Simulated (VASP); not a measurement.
The system is MgBeTe3.

```
Mg Be Te
1.0
     4.10477    0.00000    0.00000
     0.00000    4.10477    0.00000
     0.00000    0.00000    7.42485
Mg Be Te
1 1 3
Direct
  0.00000 0.00000 0.00000
  0.50000 0.50000 0.50000
  0.50000 0.50000 0.76752
  0.50000 0.50000 0.23248
  0.00000 0.00000 0.50000
```

```yaml
Program: VASP 6.6.1
Task: relaxation of cell and atoms
Functional: PBE
Potentials_or_basis: VASP PAW PBE potentials, release 64 (Mg, Be, Te)
Cutoff: 600 eV
k_mesh: 4 × 4 × 4
Occupations: gaussian, width 0.1 eV
Spin: no spin polarisation
```

At the start: pressure 7.4 GPa; volume 25.02 Å³/atom.

Task: How do energy, volume and symmetry change on relaxing?

Result: Over 12 steps the energy falls by 455.0 meV/atom and the volume is 24.00 Å³/atom (-4.1 %); space group P4/mmm (No. 123, to 0.05 Å).

The path:
```tsv
step	energy change (eV)	largest force (eV/Å)	pressure (GPa)	volume (Å³)
1	0.0000	5.6808	7.40	125.10
2	-1.6224	0.1637	-6.68	145.17
3	-1.7782	0.4034	-4.44	137.49
4	-2.1063	0.4236	-1.62	125.34
5	-2.1840	0.4332	1.22	117.93
6	-2.2482	0.2925	1.02	117.78
7	-2.2552	0.2434	1.05	117.68
8	-2.2686	0.1785	-0.32	120.68
9	-2.2686	0.1795	-0.30	120.62
10	-2.2727	0.1072	-0.16	120.36
11	-2.2741	0.0238	-0.02	120.11
12	-2.2751	0.0086	0.05	119.98
```

Final structure:
```xyz
5
Lattice="3.7394 0.0000 0.0000 0.0000 3.7394 0.0000 0.0000 0.0000 8.5806" Properties=species:S:1:pos:R:3 pbc="T T T"
Mg    0.0000    0.0000    0.0000
Be    1.8697    1.8697    4.2903
Te    1.8697    1.8697    6.9526
Te    1.8697    1.8697    1.6280
Te    0.0000    0.0000    4.2903
```

Caveat: the k points lie up to 0.42 Å⁻¹ apart in the final cell.
